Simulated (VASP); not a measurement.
Set up this calculation in VASP 6.6.1, as the native input.

```
Task                   : relaxation of cell and atoms
Functional             : PBE
Potentials or basis    : VASP PAW PBE potentials, release 64 (Li_sv)
Cutoff                 : 600 eV
k mesh                 : 15 × 15 × 15
Occupations            : fermi-dirac, width 0.1 eV
Spin                   : no spin polarisation
Target pressure        : 0.43 GPa
Dipole correction      : no
Further INCAR settings : ALGO = Normal; EDIFF = 1e-07; IBRION = 2; EDIFFG = -0.005; NSW = 32; ISIF = 3
```

The structure of Li lies in POSCAR:

```
Li
1.0
    0.0000000000      2.1423755174      2.1423755174
    2.1423755174      0.0000000000      2.1423755174
    2.1423755174      2.1423755174      0.0000000000
Li
1
Direct
    0.0000000000      0.0000000000      0.0000000000
```

These files were run (other wordings do the same):

INCAR

```
SYSTEM = Li
PREC = Accurate ; ENCUT = 600
EDIFF = 1E-7 ; ISMEAR = -1
SIGMA = 0.1 ; LREAL = .FALSE.
LASPH = .TRUE. ; NELM = 100
ALGO = Normal ; ISIF = 3
LWAVE = .FALSE. ; LCHARG = .FALSE.
GGA = PE ; IBRION = 2
NSW = 32 ; EDIFFG = -0.005
PSTRESS = 4.3
```

KPOINTS

```
Automatic mesh
0
G
  15 15 15
  0 0 0
```

Potentials or basis: VASP PAW PBE potentials, release 64 (Li_sv).

Launch:

```sh
$ cat potpaw_PBE.64/Li_sv/POTCAR > POTCAR
$ mpirun -np 1 vasp_std > vasp.out
```

Results of the run:

- Relaxed volume: 19.51 Å³/atom
- Relaxed cell: a = 3.022 Å, b = 3.022 Å, c = 3.022 Å, α = 60.00°, β = 60.00°, γ = 60.00°
- Space group after relaxing (to 0.05 Å): Fm-3m (No. 225)
- Energy change on relaxing (the enthalpy is what falls): +0.4 meV/atom
- Ionic steps: 3
- Pressure after relaxing: 0.4 GPa

Caveat: the cutoff is under 1.25 times the usual one of these potentials, so pressure, stress and relaxed cells hold a basis-set (Pulay) error; the cell is relaxed towards a set pressure, so the enthalpy falls and the energy may rise.

Wall time 6.6 s on 1 thread of Intel(R) Xeon(R) 6975P-C (Granite Rapids), on a shared host, peak memory 0.13 GiB.
